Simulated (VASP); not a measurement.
Crystal: Ru.

```
CELL_PARAMETERS angstrom
2.70595 0.00000 0.00000
-1.35297 2.34342 0.00000
0.00000 0.00000 4.25791
ATOMIC_POSITIONS crystal
Ru 0.33333 0.66667 0.25000
Ru 0.66667 0.33333 0.75000
```

Base run:

- Program: VASP 6.6.1
- Functional: r2SCAN
- Potentials or basis: VASP PAW PBE potentials, release 64 (Ru_pv)
- Cutoff: 520 eV
- k mesh: 8 × 8 × 5
- Occupations: fermi-dirac, width 0.1 eV
- Spin: no spin polarisation

Its results: band gap on the k mesh zero (band 14 reaches 14.39 eV, above the bottom of band 15 at 11.27 eV); pressure 1.1 GPa.

**Question.** After a change of settings the same cell gave: band gap on the k mesh zero (band 14 reaches 14.35 eV, above the bottom of band 15 at 11.63 eV); pressure 8.9 GPa. Which change was it?
A. k mesh from 8 × 8 × 5 to 19 × 19 × 11
B. k mesh from 8 × 8 × 5 to 14 × 14 × 8
C. k mesh from 8 × 8 × 5 to 2 × 2 × 1
D. k mesh from 8 × 8 × 5 to 3 × 3 × 2

**Answer.** C.

Caveats: some runs use coarse meshes; the PAW data sets were made with another functional, which shifts forces and pressure a little.
